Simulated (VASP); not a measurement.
Input of a VASP 6.6.1 run:

INCAR

```
SYSTEM = Zn2O3
PREC = Accurate ; ENCUT = 520
EDIFF = 1E-7 ; ISMEAR = -1
SIGMA = 0.06122561905347299 ; LREAL = .FALSE.
LASPH = .TRUE. ; NELM = 60
ALGO = Normal ; ISIF = 2
LWAVE = .FALSE. ; LCHARG = .FALSE.
GGA = PE ; NBANDS = 53
```

KPOINTS

```
Automatic mesh
0
G
  12 12 12
  0 0 0
```

POSCAR

```
Zn2O3
1.0
    4.7729574225      0.0000000000      0.0000000000
    0.0000000000      4.7729574225      0.0000000000
    0.0000000000      0.0000000000      4.7729574225
Zn O
4 6
Direct
    0.2500000000      0.2500000000      0.2500000000
    0.7500000000      0.7500000000      0.2500000000
    0.7500000000      0.2500000000      0.7500000000
    0.2500000000      0.7500000000      0.7500000000
    0.5000000000      0.0000000000      0.0000000000
    0.0000000000      0.5000000000      0.0000000000
    0.0000000000      0.0000000000      0.5000000000
    0.5000000000      0.5000000000      0.0000000000
    0.5000000000      0.0000000000      0.5000000000
    0.0000000000      0.5000000000      0.5000000000
```

Potentials or basis: VASP PAW PBE potentials, release 64 (Zn, O).

Launch:

```sh
$ cat potpaw_PBE.64/Zn/POTCAR potpaw_PBE.64/O/POTCAR > POTCAR
$ mpirun -np 1 vasp_std > vasp.out
```

(1) Estimate the band gap on the k mesh.

(2) Predict the pressure.

Answers

(1) zero (bands 42 and 43 overlap by 1.31 eV).

(2) 6.9 GPa.

Caveat: the cell stands under pressure.
